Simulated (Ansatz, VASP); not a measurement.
This is a calculation of Zr for VASP 6.6.1.

The input INCAR:

```
ALGO     = Normal         # electronic algorithm
EDIFF    = 1E-6           # SCF threshold, eV
ENCUT    = 500            # plane-wave cutoff, eV
GGA      = CA             # functional
GGA_COMPAT= F            
ISIF     = 2              # what is computed and relaxed
ISMEAR   = -1             # smearing method
LASPH    = T              # aspherical terms in the spheres
LCHARG   = F              # write CHGCAR
LREAL    = F              # projectors in reciprocal space
LWAVE    = F              # write WAVECAR
NBANDS   = 12             # bands
NELM     = 120            # most SCF steps
PREC     = Accurate       # precision mode
SIGMA    = 0.05           # smearing width, eV
```

File KPOINTS:

```
k-points
0
Gamma
  10 10 10
```

POSCAR

```
Zr
1.0
   -1.8338185209      1.8338185209      1.8338185209
    1.8338185209     -1.8338185209      1.8338185209
    1.8338185209      1.8338185209     -1.8338185209
Zr
1
Direct
    0.0000000000      0.0000000000      0.0000000000
```

Potentials or basis: VASP PAW LDA potentials, release 64 (Zr_sv).

Run with:

```console
$ cat potpaw_LDA.64/Zr_sv/POTCAR > POTCAR
$ mpirun -np 1 vasp_std > vasp.out
```

Set up the same calculation for Ansatz 0.2.0. Potentials there: Ansatz PAW.

As run (the cutoff follows the program's own potentials):

The input input.yaml:

```yaml
crystal:
  lattice:
    - [-1.8338185209, 1.8338185209, 1.8338185209]
    - [1.8338185209, -1.8338185209, 1.8338185209]
    - [1.8338185209, 1.8338185209, -1.8338185209]
  atoms:
    - { symbol: Zr, position: [0.0, 0.0, 0.0] }
hamiltonian:
  xc: lda
  pseudopotentials: { kind: paw }
kpoints:
  mp_grid: { grid: [10, 10, 10] }
scf:
  occupations: { method: fermi_dirac, width: 0.05 }
output:
  forces: true
  stress: true
  eigenvalues: true
```

Potentials or basis: Ansatz PAW.

The run is started by

```console
$ ansatz run input.yaml --threads 1 --pin off --max-ram 3584MiB --backend cpu --events-out ev --progress --plain --runs-dir out
```

Both were run:

|  | VASP | Ansatz | Ansatz less VASP |
| --- | --- | --- | --- |
| gap on the k mesh at the Fermi level (eV) | none | none | - |
| pressure (GPa) | -12.0 | -12.1 | -0.07 |

LDA's correlation is that of Perdew and Zunger in VASP and of Perdew and Wang (1992) in Ansatz. A gap of «none» marks a metal or a gap that the smearing closes.
